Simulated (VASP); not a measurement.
# HgH (P6_3/mmc) in VASP: single point with PBE

Aim: the single point of HgH with PBE.

Program: VASP 6.6.1. These are calculated values, not measurements. Logs are shortened: lines on timing, memory, paths and dates and some standing lists are left out, and cuts for length are marked.

## (1) The cell of the first run

It takes space group P6_3/mmc (No. 194, hexagonal). Conventional cell: a = 3.731 Å, b = 3.731 Å, c = 17.286 Å, α = 90.00°, β = 90.00°, γ = 120.00°. Within 2.2 Å of Hg (site symmetry -3m) lie 2 H at 1.66 Å. Within 4.5 Å of Hg (site symmetry -6m2) lie 6 H at 3.43 Å and 6 Hg at 3.73 Å. Within 2.2 Å of H (site symmetry 3m) lie 1 Hg at 1.66 Å.

## (2) Single point, PBE

INCAR reads:

```
  PREC = Accurate
  ENCUT = 550
  EDIFF = 1E-6
  ISMEAR = 0
  SIGMA = 0.02
  LREAL = F
  LASPH = T
  NELM = 120
  ALGO = Normal
  ISIF = 2
  LWAVE = F
  LCHARG = F
  GGA = PE
  NBANDS = 52
  GGA_COMPAT = F
```

KPOINTS reads:

```
Automatic mesh
0
Gamma
  6 6 2
```

POSCAR reads:

```
HgH
1.0
    3.7314396799      0.0000000000      0.0000000000
   -1.8657198399      3.2315215555      0.0000000000
    0.0000000000      0.0000000000     17.2856927272
Hg H
4 4
Direct
    0.0000000000      0.0000000000      0.0000000000
    0.3333333333      0.6666666667      0.2500000000
    0.0000000000      0.0000000000      0.5000000000
    0.6666666667      0.3333333333      0.7500000000
    0.0000000000      0.0000000000      0.0959535142
    0.0000000000      0.0000000000      0.9040464858
    0.0000000000      0.0000000000      0.5959535142
    0.0000000000      0.0000000000      0.4040464858
```

Potentials or basis: VASP PAW PBE potentials, release 64 (Hg_sv_GW, H).

On the command line:

```
> cat potpaw_PBE.64/Hg_sv_GW/POTCAR potpaw_PBE.64/H/POTCAR > POTCAR
> mpirun -np 1 vasp_std > vasp.out
```

OUTCAR:

```text
PREC = Accurate
   ENCUT = 550
   EDIFF = 1E-6
   ISMEAR = 0
   LREAL = F
   LASPH = T
   NELM = 120
   ISIF = 2
   GGA = PE

 ion  position               nearest neighbor table
   1  0.000  0.000  0.000-   5 1.66   6 1.66
   2  0.333  0.667  0.250-
   3  0.000  0.000  0.500-   7 1.66   8 1.66
   4  0.667  0.333  0.750-
   5  0.000  0.000  0.096-   1 1.66
   6  0.000  0.000  0.904-   1 1.66
   7  0.000  0.000  0.596-   3 1.66
   8  0.000  0.000  0.404-   3 1.66

  LATTYP: Found a hexagonal cell.
 ALAT       =     3.7314396799
 C/A-ratio  =     4.6324459753

  Lattice vectors:

 A1 = (   3.7314396799,   0.0000000000,   0.0000000000)
 A2 = (  -1.8657198399,   3.2315215555,   0.0000000000)
 A3 = (   0.0000000000,   0.0000000000,  17.2856927272)

Analysis of symmetry for initial positions (statically):
=====================================================================
 Subroutine PRICEL returns:
 Original cell was already a primitive cell.

 Routine SETGRP: Setting up the symmetry group for a
 hexagonal supercell.

 Subroutine GETGRP returns: Found 24 space group operations
 (whereof 12 operations were pure point group operations)
 out of a pool of 24 trial point group operations.

The static configuration has the point symmetry D_3d.
 The point group associated with its full space group is D_6h.

Analysis of symmetry for dynamics (positions and initial velocities):
=====================================================================
 Subroutine PRICEL returns:
 Original cell was already a primitive cell.

 Routine SETGRP: Setting up the symmetry group for a
 hexagonal supercell.

 Subroutine GETGRP returns: Found 24 space group operations
 (whereof 12 operations were pure point group operations)
 out of a pool of 24 trial point group operations.

The dynamic configuration has the point symmetry D_3d.
 The point group associated with its full space group is D_6h.

 Subroutine INISYM returns: Found 24 space group operations
 (whereof 12 operations are pure point group operations),
 and found     1 'primitive' translations

----------------------------------------------------------------------------------------

                                     Primitive cell

  volume of cell :     208.4348

  direct lattice vectors                    reciprocal lattice vectors
     3.731439680  0.000000000  0.000000000     0.267993077  0.154725875  0.000000000
    -1.865719840  3.231521556  0.000000000     0.000000000  0.309451750  0.000000000
     0.000000000  0.000000000 17.285692727     0.000000000  0.000000000  0.057851312

  length of vectors
     3.731439680  3.731439680 17.285692727     0.309451750  0.309451750  0.057851312

  position of ions in fractional coordinates (direct lattice)
     0.000000000  0.000000000  0.000000000
     0.333333333  0.666666667  0.250000000
     0.000000000  0.000000000  0.500000000
     0.666666667  0.333333333  0.750000000
     0.000000000  0.000000000  0.095953514
     0.000000000  0.000000000  0.904046486
     0.000000000  0.000000000  0.595953514
     0.000000000  0.000000000  0.404046486

  ion indices of the primitive-cell ions
   primitive index   ion index
                 1           1
                 2           2
                 3           3
                 4           4
                 5           5
                 6           6
                 7           7
                 8           8

----------------------------------------------------------------------------------------

 KPOINTS: Automatic mesh

Automatic generation of k-mesh.
 Grid dimensions read from file:
 generate k-points for:    6    6    2

 Generating k-lattice:

  Cartesian coordinates                     Fractional coordinates (reciprocal lattice)
     0.044665513  0.025787646  0.000000000     0.166666667  0.000000000  0.000000000
     0.000000000  0.051575292  0.000000000     0.000000000  0.166666667  0.000000000
     0.000000000  0.000000000  0.028925656     0.000000000  0.000000000  0.500000000

  Length of vectors
     0.051575292  0.051575292  0.028925656

  Shift w.r.t. Gamma in fractional coordinates (k-lattice)
     0.000000000  0.000000000  0.000000000

 Subroutine IBZKPT returns following result:
 ===========================================

 Found     14 irreducible k-points:

 Following reciprocal coordinates:
            Coordinates               Weight
  0.000000  0.000000  0.000000      1.000000
  0.166667 -0.000000  0.000000      6.000000
  0.333333 -0.000000  0.000000      6.000000
  0.500000 -0.000000  0.000000      3.000000
  0.166667  0.166667  0.000000      6.000000
  0.333333  0.166667  0.000000     12.000000
  0.333333  0.333333  0.000000      2.000000
  0.000000  0.000000  0.500000      1.000000
  0.166667 -0.000000  0.500000      6.000000
  0.333333 -0.000000  0.500000      6.000000
  0.500000 -0.000000  0.500000      3.000000
  0.166667  0.166667  0.500000      6.000000
  0.333333  0.166667  0.500000     12.000000
  0.333333  0.333333  0.500000      2.000000
   k-points           NKPTS =     14   k-points in BZ     NKDIM =     14   number of bands    NBANDS=     52
   number of dos      NEDOS =    301   number of ions     NIONS =      8
   total plane-waves  NPLWV = 126000
   dimension x,y,z NGX =    30 NGY =   30 NGZ =  140
   dimension x,y,z NGXF=    60 NGYF=   60 NGZF=  280
   ions per type =               4   4
   NGX,Y,Z   is equivalent  to a cutoff of  13.37, 13.37, 13.46 a.u.
   NGXF,Y,Z  is equivalent  to a cutoff of  26.73, 26.73, 26.93 a.u.
 SYSTEM =  unknown system
   PREC   = accura    normal or accurate (medium, high low for compatibility)
   ISTART =      0    job   : 0-new  1-cont  2-samecut
   ICHARG =      2    charge: 1-file 2-atom 10-const
   ISPIN  =      1    spin polarized calculation?
   LNONCOLLINEAR =      F non collinear calculations
   LSORBIT =      F    spin-orbit coupling
   LASPH  =      T    aspherical Exc in radial PAW
   ENCUT  =  550.0 eV  40.42 Ry    6.36 a.u.   7.14  7.14 33.05*2*pi/ulx,y,z
   NELM   =    120;   NELMIN=  2; NELMDL= -5     # of ELM steps
   EDIFF  = 0.1E-05   stopping-criterion for ELM
   LREAL  =      F    real-space projection
   EDIFFG = 0.1E-04   stopping-criterion for IOM
   NSW    =      0    number of steps for IOM
   IBRION =     -1    ionic relax: 0-MD 1-quasi-New 2-CG
   NFREE  =      0    steps in history (QN), initial steepest desc. (CG)
   ISIF   =      2    stress and relaxation
   ISYM   =      2    0-nonsym 1-usesym 2-fastsym
   POTIM  = 0.5000    time-step for ionic-motion
   TEBEG  =    0.0;   TEEND  =   0.0 temperature during run
   PSTRESS=    0.0 pullay stress
   NELECT =      84.0000    total number of electrons
   NUPDOWN=      -1.0000    fix difference up-down
   EMIN   =  10.00;   EMAX   =-10.00  energy-range for DOS
   EFERMI =   0.00;   METHOD = LEGACY
   ISMEAR =     0;   SIGMA  =   0.02  broadening in eV -4-tet -1-fermi 0-gaus
   EFERMI_NEDOS =   21; number of points for ismear=-14 and -15
   IALGO  =     38    algorithm
   IMIX   =      4    mixing-type and parameters
     AMIX     =   0.40;   BMIX     =  1.00
     AMIX_MAG =   1.60;   BMIX_MAG =  1.00
  volume/ion in A,a.u.               =      26.05       175.82
  Fermi-wavevector in a.u.,A,eV,Ry     =   1.209236  2.285125 19.895152  1.462252
  Thomas-Fermi vector in A             =   2.344820
   LORBIT       =      0    0 simple, 1 ext, 2 COOP (PROOUT), +10 PAW based schemes
   GGA     = PE    functional components
   LHFCALC =     F    Hartree Fock is set to
   AEXX    =    0.0000 exact exchange contribution
   IVDW    =     0    specifies the selected vdW correction
   LEPSILON=     F    determine dielectric tensor
   LRPA    =     F    only Hartree local field effects (RPA)
 non-spin polarized calculation
 Gauss-broadening in eV      SIGMA  =   0.02
  energy-cutoff  :      550.00
  volume of cell :      208.43
 maximum number of plane-waves:      6153
 NGX is ok and might be reduce to    30
   NGX = 15   NGY = 15   NGZ = 67

 number of electron      83.9999986 magnetization

 Free energy of the ion-electron system (eV)
  ---------------------------------------------------
  ext. energy  EPLUGINS =         0.00000000
  ---------------------------------------------------
  free energy    TOTEN  =       -12.07368467 eV

  energy without entropy =      -12.07368467  energy(sigma->0) =      -12.07368467

 E-fermi :   0.0816     XC(G=0):  -7.5989

 val. band max:       -0.2692356719   @ k =   0.3333   0.3333   0.5000
 cond. band min:       0.6685292269   @ k =   0.5000  -0.0000   0.0000
 fundamental gap:      0.9377648988
 Fermi energy:         0.0815992798

 k-point     1 :       0.0000    0.0000    0.0000
  band No.  band energies     occupation
      1    -115.2366      2.00000
      2    -115.2366      2.00000
      3    -112.9465      2.00000
      4    -112.9465      2.00000
      5     -63.6288      2.00000
      6     -63.6287      2.00000
[... 44 lines left out ...]
     51       9.2297      0.00000
     52       9.2635      0.00000

 k-point     2 :       0.1667   -0.0000    0.0000
  band No.  band energies     occupation
      1    -115.2365      2.00000
      2    -115.2365      2.00000
      3    -112.9465      2.00000
      4    -112.9465      2.00000
      5     -63.6288      2.00000
      6     -63.6287      2.00000
[... 44 lines left out ...]
     51       8.3113      0.00000
     52       8.3314      0.00000

 k-point     3 :       0.3333   -0.0000    0.0000
  band No.  band energies     occupation
      1    -115.2365      2.00000
      2    -115.2365      2.00000
      3    -112.9465      2.00000
      4    -112.9465      2.00000
      5     -63.6286      2.00000
      6     -63.6286      2.00000
[... 44 lines left out ...]
     51       7.0781      0.00000
     52       7.1594      0.00000
[... 496 lines left out ...]
 k-point    13 :       0.3333    0.1667    0.5000
  band No.  band energies     occupation
      1    -115.2365      2.00000
      2    -115.2365      2.00000
      3    -112.9465      2.00000
      4    -112.9465      2.00000
      5     -63.6286      2.00000
      6     -63.6286      2.00000
[... 44 lines left out ...]
     51       6.1731      0.00000
     52       6.1787      0.00000

 k-point    14 :       0.3333    0.3333    0.5000
  band No.  band energies     occupation
      1    -115.2365      2.00000
      2    -115.2365      2.00000
      3    -112.9465      2.00000
      4    -112.9465      2.00000
      5     -63.6285      2.00000
      6     -63.6285      2.00000
[... 44 lines left out ...]
     51       5.8205      0.00000
     52       5.8210      0.00000

------------------------ aborting loop because EDIFF is reached ----------------------------------------

  FORCE on cell =-STRESS in cart. coord.  units (eV):
  Direction    XX          YY          ZZ          XY          YZ          ZX
  --------------------------------------------------------------------------------------
  -------------------------------------------------------------------------------------
  Total       -0.2495669     -0.2495669     -0.2651107     -0.0000000      0.0000000      0.0000000
  in kB       -1.9183478     -1.9183478     -2.0378279     -0.0000000      0.0000000      0.0000000
  external PRESSURE =      -1.9581745 kB  Pullay stress =       0.0000000 kB

 VOLUME and BASIS-vectors are now :
 -----------------------------------------------------------------------------
  energy-cutoff  :      550.00
  volume of cell :      208.43
      direct lattice vectors                 reciprocal lattice vectors
     3.731439680  0.000000000  0.000000000     0.267993077  0.154725875  0.000000000
    -1.865719840  3.231521556  0.000000000     0.000000000  0.309451750  0.000000000
     0.000000000  0.000000000 17.285692727     0.000000000  0.000000000  0.057851312

 POSITION                                       TOTAL-FORCE (eV/Angst)
 -----------------------------------------------------------------------------------
      0.00000      0.00000      0.00000         0.000000      0.000000      0.000000
     -0.00000      2.15435      4.32142         0.000000     -0.000000     -0.000000
      0.00000      0.00000      8.64285         0.000000      0.000000      0.000000
      1.86572      1.07717     12.96427        -0.000000      0.000000     -0.000000
      0.00000      0.00000      1.65862         0.000000      0.000000     -0.001972
      0.00000      0.00000     15.62707         0.000000      0.000000      0.001972
      0.00000      0.00000     10.30147         0.000000      0.000000     -0.001972
      0.00000      0.00000      6.98422         0.000000      0.000000      0.001972
 -----------------------------------------------------------------------------------
    total drift:                                0.000000      0.000000      0.000000

  FREE ENERGIE OF THE ION-ELECTRON SYSTEM (eV)
  ---------------------------------------------------
  free  energy   TOTEN  =       -12.0736846718 eV

  energy  without entropy=      -12.0736846718  energy(sigma->0) =      -12.07368467
```

It took 3 min on 1 thread of Intel Xeon 6975P-C (Granite Rapids), shared host; peak memory 0.42 GiB.

Results:

```yaml
Free_energy: -12.0737 eV
Pressure: -0.2 GPa
Band_gap_on_the_k_mesh: 0.94 eV (least direct gap 1.29 eV)
```

Caveat: spin-orbit coupling is left out, which moves the levels of the heavy elements. A k mesh can miss the band edges.
